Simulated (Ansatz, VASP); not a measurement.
# Two plane-wave programs on B18N17O

The input INCAR:

```
  PREC = Accurate
  ENCUT = 520
  EDIFF = 1E-8
  ISMEAR = -1
  SIGMA = 0.01
  LREAL = Auto
  LASPH = T
  NELM = 150
  ALGO = Normal
  ISIF = 2
  LWAVE = F
  LCHARG = F
  ISPIN = 2
  MAGMOM = 0 0 0 0 0 0 0 0 0 0 0 0 0 0 0 0 0 0 1 0 0 0 0 0 0 0 0 0 0 0 0 0 0 0 0 0
  LORBIT = 11
  GGA = PE
  LEFG = T
  NBANDS = 100
```

Contents of KPOINTS:

```
regular mesh
0
Gamma
  3 3 3
```

Contents of POSCAR:

```
B18N17O
1.0
    7.4947200000      0.0000000000      0.0000000000
   -3.7473600000      6.4906179144      0.0000000000
    0.0000000000      0.0000000000      6.6357000000
B O N
18 1 17
Direct
    0.1111111111      0.2222222222      0.2500000000
    0.1111111111      0.5555555556      0.2500000000
    0.1111111111      0.8888888889      0.2500000000
    0.4444444444      0.2222222222      0.2500000000
    0.4444444444      0.5555555556      0.2500000000
    0.4444444444      0.8888888889      0.2500000000
    0.7777777778      0.2222222222      0.2500000000
    0.7777777778      0.5555555556      0.2500000000
    0.7777777778      0.8888888889      0.2500000000
    0.2222222222      0.1111111111      0.7500000000
    0.2222222222      0.4444444444      0.7500000000
    0.2222222222      0.7777777778      0.7500000000
    0.5555555556      0.1111111111      0.7500000000
    0.5555555556      0.4444444444      0.7500000000
    0.5555555556      0.7777777778      0.7500000000
    0.8888888889      0.1111111111      0.7500000000
    0.8888888889      0.4444444444      0.7500000000
    0.8888888889      0.7777777778      0.7500000000
    0.1111111111      0.2222222222      0.7500000000
    0.1111111111      0.5555555556      0.7500000000
    0.1111111111      0.8888888889      0.7500000000
    0.4444444444      0.2222222222      0.7500000000
    0.4444444444      0.5555555556      0.7500000000
    0.4444444444      0.8888888889      0.7500000000
    0.7777777778      0.2222222222      0.7500000000
    0.7777777778      0.5555555556      0.7500000000
    0.7777777778      0.8888888889      0.7500000000
    0.2222222222      0.1111111111      0.2500000000
    0.2222222222      0.4444444444      0.2500000000
    0.2222222222      0.7777777778      0.2500000000
    0.5555555556      0.1111111111      0.2500000000
    0.5555555556      0.4444444444      0.2500000000
    0.5555555556      0.7777777778      0.2500000000
    0.8888888889      0.1111111111      0.2500000000
    0.8888888889      0.4444444444      0.2500000000
    0.8888888889      0.7777777778      0.2500000000
```

Input for Ansatz:

```yaml
crystal:
  lattice:
    - [7.49472, 0.0, 0.0]
    - [-3.74736, 6.4906179144, 0.0]
    - [0.0, 0.0, 6.6357]
  atoms:
    - { symbol: B, position: [0.1111111111, 0.2222222222, 0.25] }
    - { symbol: B, position: [0.1111111111, 0.5555555556, 0.25] }
    - { symbol: B, position: [0.1111111111, 0.8888888889, 0.25] }
    - { symbol: B, position: [0.4444444444, 0.2222222222, 0.25] }
    - { symbol: B, position: [0.4444444444, 0.5555555556, 0.25] }
    - { symbol: B, position: [0.4444444444, 0.8888888889, 0.25] }
    - { symbol: B, position: [0.7777777778, 0.2222222222, 0.25] }
    - { symbol: B, position: [0.7777777778, 0.5555555556, 0.25] }
    - { symbol: B, position: [0.7777777778, 0.8888888889, 0.25] }
    - { symbol: B, position: [0.2222222222, 0.1111111111, 0.75] }
    - { symbol: B, position: [0.2222222222, 0.4444444444, 0.75] }
    - { symbol: B, position: [0.2222222222, 0.7777777778, 0.75] }
    - { symbol: B, position: [0.5555555556, 0.1111111111, 0.75] }
    - { symbol: B, position: [0.5555555556, 0.4444444444, 0.75] }
    - { symbol: B, position: [0.5555555556, 0.7777777778, 0.75] }
    - { symbol: B, position: [0.8888888889, 0.1111111111, 0.75] }
    - { symbol: B, position: [0.8888888889, 0.4444444444, 0.75] }
    - { symbol: B, position: [0.8888888889, 0.7777777778, 0.75] }
    - { symbol: O, position: [0.1111111111, 0.2222222222, 0.75], spin: 1.0 }
    - { symbol: "N", position: [0.1111111111, 0.5555555556, 0.75] }
    - { symbol: "N", position: [0.1111111111, 0.8888888889, 0.75] }
    - { symbol: "N", position: [0.4444444444, 0.2222222222, 0.75] }
    - { symbol: "N", position: [0.4444444444, 0.5555555556, 0.75] }
    - { symbol: "N", position: [0.4444444444, 0.8888888889, 0.75] }
    - { symbol: "N", position: [0.7777777778, 0.2222222222, 0.75] }
    - { symbol: "N", position: [0.7777777778, 0.5555555556, 0.75] }
    - { symbol: "N", position: [0.7777777778, 0.8888888889, 0.75] }
    - { symbol: "N", position: [0.2222222222, 0.1111111111, 0.25] }
    - { symbol: "N", position: [0.2222222222, 0.4444444444, 0.25] }
    - { symbol: "N", position: [0.2222222222, 0.7777777778, 0.25] }
    - { symbol: "N", position: [0.5555555556, 0.1111111111, 0.25] }
    - { symbol: "N", position: [0.5555555556, 0.4444444444, 0.25] }
    - { symbol: "N", position: [0.5555555556, 0.7777777778, 0.25] }
    - { symbol: "N", position: [0.8888888889, 0.1111111111, 0.25] }
    - { symbol: "N", position: [0.8888888889, 0.4444444444, 0.25] }
    - { symbol: "N", position: [0.8888888889, 0.7777777778, 0.25] }
magnetization:
  spin_polarized: true
kpoints:
  mp_grid: { grid: [3, 3, 3] }
scf:
  occupations: { method: fermi_dirac, width: 0.01 }
hamiltonian:
  xc: pbe
  pseudopotentials: { kind: paw }
output:
  forces: true
  stress: true
  populations: true
  efg:
    quadrupole_moments_barn: { B: 0.04059, O: -0.02558, "N": 0.02044 }
    contact_densities: true
```

Alike in both runs: task electric field gradients; functional PBE; k mesh 3 × 3 × 3; occupations fermi-dirac, width 0.01 eV; collinear spin.

|  | VASP | Ansatz |
| --- | --- | --- |
| version | VASP 6.6.1 | Ansatz 0.2.0 |
| potentials or method | VASP PAW PBE potentials, release 64 (B, O, N) | plane-wave PAW, scalar-relativistic |
| plane-wave cutoff (eV) | 520 | 420 |
| valence electrons in the cell | 145 | 145 |

VASP gave:

* pressure (GPa): 4.8
* traceless stress, the component that is largest in VASP (GPa): -2.54
* rms of the force components (eV/Å): 0.472
* net moment per atom (μB): 0.02
* size of the moment on the site where the two differ most (μB): 0.04
* size of Vzz on the site where it differs most (V/Å²): 34.4

Q: Estimate Ansatz's values.

A: Pressure (GPa): 4.7; traceless stress, the component that is largest in VASP (GPa): -2.33; rms of the force components (eV/Å): 0.469; net moment per atom (μB): 0.01; size of the moment on the site where the two differ most (μB): 0.02; size of Vzz on the site where it differs most (V/Å²): 27.4.

Site moments also hang on the region over which each program counts them. Atom by atom the forces differ by 0.004 eV/Å (rms over components).
